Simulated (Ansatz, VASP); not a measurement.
## WS2: VASP beside Ansatz

File INCAR:

```
  PREC = Accurate
  ENCUT = 520
  EDIFF = 1E-6
  ISMEAR = 0
  SIGMA = 0.05
  LREAL = False
  LASPH = True
  NELM = 60
  ALGO = Normal
  ISIF = 2
  LWAVE = False
  LCHARG = True
  GGA = PS
  IVDW = 12
  LELF = True
  LVHAR = True
  NBANDS = 20
```

KPOINTS

```
Automatic mesh
0
Gamma
  12 12 2
```

POSCAR

```
WS2
1.0
    3.1239380587      0.0000000000      0.0000000000
   -1.5619690294      2.7054097187      0.0000000000
    0.0000000000      0.0000000000     16.9375357456
W S
1 2
Direct
    0.3333333333      0.6666666667      0.0008072152
    0.6423383994      0.3333333333      0.9048367852
    0.6909949339      0.3333333333      0.0905344422
```

Input for Ansatz:

```yaml
crystal:
  lattice:
    - [3.1239380587, 0.0, 0.0]
    - [-1.5619690294, 2.7054097187, 0.0]
    - [0.0, 0.0, 16.9375357456]
  atoms:
    - { symbol: W, position: [0.3333333333, 0.6666666667, 0.0008072152] }
    - { symbol: S, position: [0.6423383994, 0.3333333333, 0.9048367852] }
    - { symbol: S, position: [0.6909949339, 0.3333333333, 0.0905344422] }
basis:
  ecutwfc: 420
kpoints:
  mp_grid: { grid: [12, 12, 2] }
hamiltonian:
  xc: pbesol
  pseudopotentials: { kind: paw, azcp: { folder: soft_1 } }
  dispersion: d3bj
scf:
  occupations: { method: gaussian, width: 0.05 }
output:
  forces: true
  stress: true
  eigenvalues: true
```

Change from the starting cell: mode 4 frozen in at -0.076 Å and mode 9 at -0.039 Å (largest displacements).

Alike in both runs: task single point; functional PBEsol; dispersion D3(BJ); k mesh 12 × 12 × 2; occupations gaussian, width 0.05 eV; no spin polarisation.

```csv
,VASP,Ansatz
version,VASP 6.6.1,Ansatz 0.2.0
potentials or method,"VASP PAW PBE potentials, release 64 (W_sv, S), cutoff 520 eV","scalar-relativistic, plane waves, PAW"
valence electrons in the cell,26,26
```

|  | VASP | Ansatz | Ansatz less VASP |
| --- | --- | --- | --- |
| gap on the k mesh at the Fermi level (eV) | 1.94 | 1.94 | 0.000 |
| least direct gap on the mesh (eV) | 2.03 | 2.02 | -0.004 |
| rms of the force components (eV/Å) | 0.843 | 0.841 | -0.0019 |

VASP's potentials were made for PBE, not for PBEsol, and Ansatz warns of the same on its side. Atom by atom the forces differ by 0.010 eV/Å (rms over components).

Spin-orbit coupling is off throughout.
